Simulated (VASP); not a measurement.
A run of VASP 6.6.1:

File INCAR:

```
SYSTEM = As
PREC = Accurate ; ENCUT = 500
EDIFF = 1E-6 ; ISMEAR = 0
SIGMA = 0.1 ; LREAL = .False.
LASPH = .True. ; NELM = 120
ALGO = Normal ; ISIF = 2
LWAVE = .False. ; LCHARG = .False.
GGA = PE ; NBANDS = 8
GGA_COMPAT = .False.
```

Contents of KPOINTS:

```
regular mesh
0
Gamma
  8 8 8
  0 0 0
```

The input POSCAR:

```
As
1.0
    0.0000000000      2.1942200639      2.1942200639
    2.1942200639      0.0000000000      2.1942200639
    2.1942200639      2.1942200639      0.0000000000
As
1
Direct
    0.0000000000      0.0000000000      0.0000000000
```

Potentials or basis: VASP PAW PBE potentials, release 64 (As).

Command:

```console
$ cat potpaw_PBE.64/As/POTCAR > POTCAR
$ mpirun -np 1 vasp_std > vasp.out
```

Hardware: 1 thread of AMD EPYC 9R45 96-Core Processor (Zen 5) (shared host).

Problem. How long does it take, and how much memory?

Solution. It took 2.7 s on 1 thread of AMD EPYC 9R45 96-Core Processor (Zen 5), with other jobs on the host, peak memory 0.1 GiB. Counts: scf iterations 9, k points 29.
